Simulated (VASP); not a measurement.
GaN, 4 atoms in the cell. The structure is hexagonal, space group P6_3mc (No. 186). Conventional cell: a = 3.168 Å, b = 3.168 Å, c = 5.164 Å, α = 90.00°, β = 90.00°, γ = 120.00°. Ga (site symmetry 3m) has 4 N at 1.94 Å within 2.6 Å. Within 2.6 Å of N (site symmetry 3m) lie 4 Ga at 1.94 Å. 

| Item | Value |
| --- | --- |
| Program | VASP 6.6.1 |
| Task | single point |
| Functional | LDA |
| Potentials or basis | VASP PAW LDA potentials, release 64 (Ga_d, N) |
| Cutoff | 520 eV |
| k mesh | 8 × 8 × 4 |
| Occupations | gaussian, width 0.01 eV |
| Spin | no spin polarisation |
| Dipole correction | no |
| Further INCAR settings | ALGO = Normal; EDIFF = 1e-07; NBANDS = 26 |

Potentials or basis: VASP PAW LDA potentials, release 64 (Ga_d, N).

Command:

```bash
$ cat potpaw_LDA.64/Ga_d/POTCAR potpaw_LDA.64/N/POTCAR > POTCAR
$ mpirun -np 1 vasp_std > vasp.out
```

Hardware: 1 thread of AMD EPYC 7R13 Processor (Zen 3), on a shared host.

Question: Estimate the wall time of this run.

Answer: It took 30 s on 1 thread of AMD EPYC 7R13 Processor (Zen 3), on a shared host, peak memory 0.12 GiB. Counts: scf iterations 18, k points 30.
